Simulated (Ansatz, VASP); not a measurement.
# Ta: VASP beside Ansatz

INCAR

```
ALGO     = Normal         # electronic algorithm
EDIFF    = 1E-6           # SCF threshold, eV
EDIFFG   = -0.01          # ionic threshold
ENCUT    = 600            # plane-wave cutoff, eV
GGA      = RP             # functional
IBRION   = 2              # ionic algorithm
ISIF     = 3              # what is computed and relaxed
ISMEAR   = -1             # smearing method
LASPH    = True           # aspherical terms in the spheres
LCHARG   = False          # write CHGCAR
LREAL    = False          # projectors in reciprocal space
LWAVE    = False          # write WAVECAR
NELM     = 100            # most SCF steps
NSW      = 60             # ionic steps
PREC     = Accurate       # precision mode
SIGMA    = 0.05           # smearing width, eV
```

KPOINTS

```
k-points
0
Gamma
  11 11 5
```

POSCAR

```
Ta
1.0
    2.9003720726      0.0000000000      0.0000000000
   -1.4501860363      2.5117958953      0.0000000000
    0.0000000000      0.0000000000      5.1662740000
Ta
2
Direct
    0.3333333333      0.6666666667      0.2500000000
    0.6666666667      0.3333333333      0.7500000000
```

Contents of input.yaml:

```yaml
crystal:
  lattice:
    - [2.9003720726, 0.0, 0.0]
    - [-1.4501860363, 2.5117958953, 0.0]
    - [0.0, 0.0, 5.166274]
  atoms:
    - { symbol: Ta, position: [0.3333333333, 0.6666666667, 0.25] }
    - { symbol: Ta, position: [0.6666666667, 0.3333333333, 0.75] }
hamiltonian:
  xc: rpbe
  pseudopotentials: { kind: paw }
kpoints:
  mp_grid: { grid: [11, 11, 5] }
scf:
  occupations: { method: fermi_dirac, width: 0.05 }
output:
  forces: true
  stress: true
  eigenvalues: true
relax:
  f_tol: 0.01
  max_steps: 40
  cell: { stress_tol: 0.05 }
```

Alike in both runs: task relaxation of cell and atoms; functional RPBE; k mesh 11 × 11 × 5; occupations fermi-dirac, width 0.05 eV; no spin polarisation.

```csv
,VASP,Ansatz
version,VASP 6.6.1,Ansatz 0.2.0
potentials or method,"VASP PAW PBE potentials, release 64 (Ta_pv)",Ansatz PAW
plane-wave cutoff (eV),600,420
valence electrons in the cell,22,26
```

Ansatz gave:

```
gap on the k mesh at the Fermi level, each at its own relaxed structure (eV) : none
relaxed volume (Å³/atom)                                                     : 19.05
relaxed cell length with the largest relative difference (Å)                 : 5.197
```

What did VASP give for the same quantities?

gap on the k mesh at the Fermi level, each at its own relaxed structure (eV): none; relaxed volume (Å³/atom): 19.06; relaxed cell length with the largest relative difference (Å): 5.198.

VASP's potentials were made for PBE, not for RPBE. A gap of «none» marks a metal or a gap that the smearing closes. VASP's potentials hold 22 valence electrons a cell and Ansatz's 26, so a difference there can come from the potentials and not from the codes.

Spin-orbit coupling is off throughout. Noted on Ansatz's run: the plane-wave basis is chosen anew once the cell has moved, so the energies of steps on either side of that aren't comparable.
